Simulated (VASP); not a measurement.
Write the native input for VASP 6.6.1 that does the following.

```
Task                   : single point
Functional             : PBE
Potentials or basis    : VASP PAW PBE potentials, release 64 (Sn_d, Te)
Cutoff                 : 520 eV
k mesh                 : 6 × 6 × 6
Occupations            : gaussian, width 0.02 eV
Spin                   : no spin polarisation
Dipole correction      : no
Further INCAR settings : ALGO = Normal; EDIFF = 1e-06; NBANDS = 50
```

The structure of SnTe lies in POSCAR:

```
SnTe
1.0
    6.4106444371      0.0000000000      0.0000000000
    0.0000000000      6.4106444371      0.0000000000
    0.0000000000      0.0000000000      6.4106444371
Sn Te
4 4
Direct
    0.2496459184      0.2496459184      0.2496459184
    0.2503540816      0.7503540816      0.7496459184
    0.7496459184      0.2503540816      0.7503540816
    0.7503540816      0.7496459184      0.2503540816
    0.7500527120      0.7500527120      0.7500527120
    0.7499472880      0.2499472880      0.2500527120
    0.2500527120      0.7499472880      0.2499472880
    0.2499472880      0.2500527120      0.7499472880
```

These files were run (other wordings do the same):

INCAR

```
SYSTEM = SnTe
  ALGO = Normal
  EDIFF = 1E-6
  ENCUT = 520
  GGA = PE
  ISIF = 2
  ISMEAR = 0
  LASPH = .True.
  LCHARG = .False.
  LREAL = .False.
  LWAVE = .False.
  NBANDS = 50
  NELM = 80
  PREC = Accurate
  SIGMA = 0.02
```

KPOINTS

```
k-points
0
Gamma
  6 6 6
  0 0 0
```

Potentials or basis: VASP PAW PBE potentials, release 64 (Sn_d, Te).

Command:

```sh
$ cat potpaw_PBE.64/Sn_d/POTCAR potpaw_PBE.64/Te/POTCAR > POTCAR
$ mpirun -np 1 vasp_std > vasp.out
```

It gave:

The pressure is 0.0 GPa. The band gap on the k mesh is 0.05 eV.

Caveat: spin-orbit coupling is left out, which moves the levels of the heavy elements.

Run time: 2.4 min on 1 thread of Intel(R) Xeon(R) 6975P-C (Granite Rapids) (shared host), peak memory 0.48 GiB.
